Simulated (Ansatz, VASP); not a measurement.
# Two plane-wave programs on BaTiO3

INCAR

```
SYSTEM = BaTiO3
PREC     = Accurate       ! precision mode
ENCUT    = 520            ! plane-wave cutoff, eV
EDIFF    = 1E-6           ! SCF threshold, eV
ISMEAR   = -1             ! smearing method
SIGMA    = 0.05           ! smearing width, eV
LREAL    = .FALSE.        ! projectors in reciprocal space
LASPH    = .TRUE.         ! aspherical terms in the spheres
NELM     = 60             ! most SCF steps
ALGO     = Normal         ! electronic algorithm
ISIF     = 2              ! what is computed and relaxed
LWAVE    = .FALSE.        ! write WAVECAR
LCHARG   = .TRUE.         ! write CHGCAR
GGA      = PE             ! functional
LELF     = .TRUE.         ! ELF
LVHAR    = .TRUE.       
NBANDS   = 28             ! bands
```

File KPOINTS:

```
Automatic mesh
0
G
  9 9 9
  0 0 0
```

The input POSCAR:

```
BaTiO3
1.0
    3.9855000000      0.0000000000      0.0000000000
    0.0000000000      2.8369000000      2.8451500000
    0.0000000000     -2.8369000000      2.8451500000
Ba Ti O
1 1 3
Direct
    0.0000000000      0.0000000000      0.0000000000
    0.5000000000      0.5124000000      0.5124000000
    0.5000000000      0.9918400000      0.5052400000
    0.5000000000      0.5052400000      0.9918400000
    0.0000000000      0.4874000000      0.4874000000
```

input.yaml

```yaml
crystal:
  lattice:
    - [3.9855, 0.0, 0.0]
    - [0.0, 2.8369, 2.84515]
    - [0.0, -2.8369, 2.84515]
  atoms:
    - { symbol: Ba, position: [0.0, 0.0, 0.0] }
    - { symbol: Ti, position: [0.5, 0.5124, 0.5124] }
    - { symbol: O, position: [0.5, 0.99184, 0.50524] }
    - { symbol: O, position: [0.5, 0.50524, 0.99184] }
    - { symbol: O, position: [0.0, 0.4874, 0.4874] }
hamiltonian:
  xc: pbe
  pseudopotentials: { kind: paw }
kpoints:
  mp_grid: { grid: [9, 9, 9] }
scf:
  occupations: { method: fermi_dirac, width: 0.05 }
output:
  forces: true
  stress: true
  eigenvalues: true
```

Alike in both runs: task single point; functional PBE; k mesh 9 × 9 × 9; occupations fermi-dirac, width 0.05 eV; no spin polarisation.

```csv
,VASP,Ansatz
version,VASP 6.6.1,Ansatz 0.2.0
potentials or method,"VASP PAW PBE potentials, release 64 (Ba_sv, Ti_sv, O)",Ansatz PAW
plane-wave cutoff (eV),520,420
valence electrons in the cell,40,40
```

|  | VASP | Ansatz | Ansatz less VASP |
| --- | --- | --- | --- |
| gap on the k mesh at the Fermi level (eV) | 1.90 | 1.96 | +0.063 |
| least direct gap on the mesh (eV) | 2.06 | 2.08 | +0.023 |
| pressure (GPa) | 4.1 | 2.3 | -1.78 |
| traceless stress, the component that is largest in VASP (GPa) | -0.38 | -0.39 | -0.002 |
| rms of the force components (eV/Å) | 0.123 | 0.127 | +0.0047 |

Atom by atom the forces differ by 0.014 eV/Å (rms over components).

Spin-orbit coupling is off throughout. Noted on Ansatz's run: odd divisions of the mesh miss points on the zone boundary, where band edges often lie, so the gap on the mesh can be too wide.
